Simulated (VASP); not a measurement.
# Cu (I4/mmm) in VASP: further runs

Cu is run at these levels: PBEsol; tasks: single point.

Everything below comes from runs of VASP 6.6.1. Logs are shortened: lines on timing, memory, paths and dates and some standing lists are left out, and cuts for length are marked.

## 1. The cell of the first run

Symmetry: I4/mmm, No. 139, tetragonal system. Conventional cell: a = 2.991 Å, b = 2.991 Å, c = 2.528 Å, α = 90.00°, β = 90.00°, γ = 90.00°. Within 3.3 Å of Cu (site symmetry 4/mmm) lie 14 Cu at 2.46 to 2.99 Å.

## 2. Single point, PBEsol (11.31 Å³/atom)

The input, INCAR:

```
SYSTEM = Cu
PREC = Accurate
ENCUT = 520
EDIFF = 1E-6
ISMEAR = 0
SIGMA = 0.15
LREAL = .False.
LASPH = .True.
NELM = 80
ALGO = Fast
ISIF = 2
LWAVE = .False.
LCHARG = .False.
GGA = PS
NBANDS = 12
```

The input, KPOINTS:

```
Automatic mesh
0
Gamma
  24 24 24
  0 0 0
```

The input, POSCAR:

```
Cu
1.0
    0.0000000000      2.1151944523      1.2640402047
    2.1151944523      0.0000000000      1.2640402047
    2.1151944523      2.1151944523      0.0000000000
Cu
1
Direct
    0.0000000000      0.0000000000      0.0000000000
```

Potentials or basis: VASP PAW PBE potentials, release 64 (Cu).

Started as:

```sh
> cat potpaw_PBE.64/Cu/POTCAR > POTCAR
> mpirun -np 1 vasp_std > vasp.out
```

OUTCAR:

```text
SYSTEM = Cu
   PREC = Accurate
   ENCUT = 520
   EDIFF = 1E-6
   ISMEAR = 0
   LREAL = .False.
   LASPH = .True.
   NELM = 80
   ISIF = 2
   GGA = PS

 ion  position               nearest neighbor table
   1  0.000  0.000  0.000-

  LATTYP: Found a body centered tetragonal cell.
 ALAT       =     2.9913366815
 C/A-ratio  =     0.8451340249

  Lattice vectors:

 A1 = (   0.0000000000,  -2.1151944523,  -1.2640402047)
 A2 = (   0.0000000000,   2.1151944523,  -1.2640402047)
 A3 = (   2.1151944523,   0.0000000000,   1.2640402047)

Analysis of symmetry for initial positions (statically):
=====================================================================
 Subroutine PRICEL returns:
 Original cell was already a primitive cell.

 Routine SETGRP: Setting up the symmetry group for a
 body centered tetragonal supercell.

 Subroutine GETGRP returns: Found 16 space group operations
 (whereof 16 operations were pure point group operations)
 out of a pool of 16 trial point group operations.

The static configuration has the point symmetry D_4h.

Analysis of symmetry for dynamics (positions and initial velocities):
=====================================================================
 Subroutine PRICEL returns:
 Original cell was already a primitive cell.

 Routine SETGRP: Setting up the symmetry group for a
 body centered tetragonal supercell.

 Subroutine GETGRP returns: Found 16 space group operations
 (whereof 16 operations were pure point group operations)
 out of a pool of 16 trial point group operations.

The dynamic configuration has the point symmetry D_4h.

 Subroutine INISYM returns: Found 16 space group operations
 (whereof 16 operations are pure point group operations),
 and found     1 'primitive' translations

----------------------------------------------------------------------------------------

                                     Primitive cell

  volume of cell :      11.3108

  direct lattice vectors                    reciprocal lattice vectors
     0.000000000  2.115194452  1.264040205    -0.236384886  0.236384886  0.395557039
     2.115194452  0.000000000  1.264040205     0.236384886 -0.236384886  0.395557039
     2.115194452  2.115194452  0.000000000     0.236384886  0.236384886 -0.395557039

  length of vectors
     2.464111444  2.464111444  2.991336681     0.517900569  0.517900569  0.517900569

  position of ions in fractional coordinates (direct lattice)
     0.000000000  0.000000000  0.000000000

  ion indices of the primitive-cell ions
   primitive index   ion index
[... 82 lines left out ...]
   TEBEG  =    0.0;   TEEND  =   0.0 temperature during run
   PSTRESS=    0.0 pullay stress
   NELECT =      11.0000    total number of electrons
   NUPDOWN=      -1.0000    fix difference up-down
   EMIN   =  10.00;   EMAX   =-10.00  energy-range for DOS
   EFERMI =   0.00;   METHOD = LEGACY
   ISMEAR =     0;   SIGMA  =   0.15  broadening in eV -4-tet -1-fermi 0-gaus
   EFERMI_NEDOS =   21; number of points for ismear=-14 and -15
   IALGO  =     68    algorithm
   IMIX   =      4    mixing-type and parameters
     AMIX     =   0.40;   BMIX     =  1.00
     AMIX_MAG =   1.60;   BMIX_MAG =  1.00
  volume/ion in A,a.u.               =      11.31        76.33
  Fermi-wavevector in a.u.,A,eV,Ry     =   1.621967  3.065072 35.793874  2.630776
  Thomas-Fermi vector in A             =   2.715657
   LORBIT       =      0    0 simple, 1 ext, 2 COOP (PROOUT), +10 PAW based schemes
   GGA     = PS    functional components
   LHFCALC =     F    Hartree Fock is set to
   AEXX    =    0.0000 exact exchange contribution
   IVDW    =     0    specifies the selected vdW correction
   LEPSILON=     F    determine dielectric tensor
   LRPA    =     F    only Hartree local field effects (RPA)
 non-spin polarized calculation
 RMM-DIIS sequential band-by-band and
 Gauss-broadening in eV      SIGMA  =   0.15
  energy-cutoff  :      520.00
  volume of cell :       11.31
 maximum number of plane-waves:       317
   NGX =  9   NGY =  9   NGZ = 11

 number of electron      10.9999995 magnetization

 Free energy of the ion-electron system (eV)
  ---------------------------------------------------
  ext. energy  EPLUGINS =         0.00000000
  ---------------------------------------------------
  free energy    TOTEN  =        -4.26018497 eV

  energy without entropy =       -4.25601005  energy(sigma->0) =       -4.25809751

 E-fermi :   7.9564     XC(G=0): -13.1579

 val. band max:        7.9485346206   @ k =   0.5000   0.0417   0.1250
 cond. band min:       7.9623518742   @ k =  -0.2917   0.2917   0.1667
 fundamental gap:      0.0138172535
 Fermi energy:         7.9564373998

 k-point     1 :       0.0000    0.0000    0.0000
  band No.  band energies     occupation
      1      -1.7719      2.00000
      2       4.2749      2.00000
      3       5.0405      2.00000
      4       5.0405      2.00000
      5       5.2304      2.00000
      6       6.0624      2.00000
      7      30.9045      0.00000
      8      30.9045      0.00000
      9      34.8269      0.00000
     10      35.7494      0.00000
     11      36.6419      0.00000
     12      37.8186      0.00000
[... 331 lines left out ...]
 k-point    24 :       0.4583    0.0417    0.0000
  band No.  band energies     occupation
      1       2.7377      2.00000
      2       3.7448      2.00000
      3       5.5839      2.00000
      4       6.1501      2.00000
      5       6.4682      2.00000
      6       7.7798      1.90416
      7      13.7384      0.00000
      8      24.3218      0.00000
      9      24.5029      0.00000
     10      29.1707      0.00000
     11      31.9714      0.00000
     12      38.8944      0.00000

 [... further k-points ...]

------------------------ aborting loop because EDIFF is reached ----------------------------------------

  FORCE on cell =-STRESS in cart. coord.  units (eV):
  Direction    XX          YY          ZZ          XY          YZ          ZX
  --------------------------------------------------------------------------------------
  -------------------------------------------------------------------------------------
  Total        0.0285735      0.0285735      0.4713590      0.0000000      0.0000000      0.0000000
  in kB        4.0474530      4.0474530     66.7683880      0.0000000      0.0000000      0.0000000
  external PRESSURE =      24.9544313 kB  Pullay stress =       0.0000000 kB

 VOLUME and BASIS-vectors are now :
 -----------------------------------------------------------------------------
  energy-cutoff  :      520.00
  volume of cell :       11.31
      direct lattice vectors                 reciprocal lattice vectors
     0.000000000  2.115194452  1.264040205    -0.236384886  0.236384886  0.395557039
     2.115194452  0.000000000  1.264040205     0.236384886 -0.236384886  0.395557039
     2.115194452  2.115194452  0.000000000     0.236384886  0.236384886 -0.395557039

 POSITION                                       TOTAL-FORCE (eV/Angst)
 -----------------------------------------------------------------------------------
      0.00000      0.00000      0.00000        -0.000000      0.000000      0.000000
 -----------------------------------------------------------------------------------
    total drift:                                0.000000      0.000000      0.000000

  FREE ENERGIE OF THE ION-ELECTRON SYSTEM (eV)
  ---------------------------------------------------
  free  energy   TOTEN  =        -4.2601849744 eV

  energy  without entropy=       -4.2560100453  energy(sigma->0) =       -4.25809751
```

stdout:

```text
POSCAR found type information on POSCAR Cu
 POSCAR found :  1 types and       1 ions
 scaLAPACK will be used
 -----------------------------------------------------------------------------
|                                                                             |
|                                                                             |
|     You enforced a specific xc type in the INCAR file but a different       |
|     I HOPE YOU KNOW WHAT YOU ARE DOING!                                     |
|                                                                             |
 -----------------------------------------------------------------------------

 LDA part: xc-table for (Slater+PW92), standard interpolation
 POSCAR, INCAR and KPOINTS ok, starting setup
 FFT: planning ... GRIDC
 FFT: planning ... GRID_SOFT
 FFT: planning ... GRID
 WAVECAR not read
 entering main loop
WARNING in EDDRMM: call to ZHEGV failed, returncode =   6  3     11
WARNING in EDDRMM: call to ZHEGV failed, returncode =   6  3      7
WARNING in EDDRMM: call to ZHEGV failed, returncode =   6  3     10
WARNING in EDDRMM: call to ZHEGV failed, returncode =   6  3      7
WARNING in EDDRMM: call to ZHEGV failed, returncode =   6  3     10
```

It took 2.3 min on 1 thread of AMD EPYC 7R43 (Zen 3), shared host; peak memory 0.21 GiB.

Results:

```
Free energy            : -4.2602 eV
Pressure               : 2.5 GPa
Band gap on the k mesh : zero (an odd number of electrons rules out a gap without spin polarisation)
```

Caveat: the PAW data sets were made with another functional, which shifts forces and pressure a little.

## 3. Single point, PBEsol (11.31 Å³/atom)

The input, INCAR:

```
ALGO = Fast
EDIFF = 1E-6
ENCUT = 520
GGA = PS
ISIF = 2
ISMEAR = 0
LASPH = T
LCHARG = F
LREAL = F
LWAVE = F
NBANDS = 12
NELM = 60
PREC = Accurate
SIGMA = 0.15
```

The input, KPOINTS:

```
k-points
0
Gamma
  24 24 24
```

The input, POSCAR:

```
Cu
1.0
    0.0000000000      1.9082274790      1.5531063452
    1.9082274790      0.0000000000      1.5531063452
    1.9082274790      1.9082274790      0.0000000000
Cu
1
Direct
    0.0000000000      0.0000000000      0.0000000000
```

Potentials or basis: VASP PAW PBE potentials, release 64 (Cu).

Started as:

```sh
> cat potpaw_PBE.64/Cu/POTCAR > POTCAR
> mpirun -np 1 vasp_std > vasp.out
```

Wall time 1.9 min (1 thread of AMD EPYC 7R43 (Zen 3), shared host); peak memory 0.2 GiB.

The run converged. Its results:

```yaml
Free_energy: -4.2809 eV
Pressure: 1.5 GPa
Band_gap_on_the_k_mesh: zero (an odd number of electrons rules out a gap without spin polarisation)
```

Stress tensor (GPa, compression positive):
```
0.49 0.00 0.00
0.00 0.49 0.00
0.00 0.00 3.60
```

Levels at points of the mesh, in eV from the Fermi level:
```
           k point  band 3  band 4  band 5  band 6  band 7  band 8  band 9  band 10
(0.00, 0.00, 0.00)   -3.35   -2.85   -2.51   -2.00   23.80   25.79   25.79    27.37
(0.50, 0.00, 0.00)   -2.60   -1.92   -1.46   -1.02    4.17   19.20   19.64    23.16
(0.50, 0.50, 0.00)   -1.65   -1.52   -1.52    5.07   10.24   10.24   11.38    15.44
(0.50, 0.00, 0.50)   -1.86   -1.85   -1.35    0.05    5.65   15.61   15.65    19.89
```

Caveat: the PAW data sets were made with another functional, which shifts forces and pressure a little.
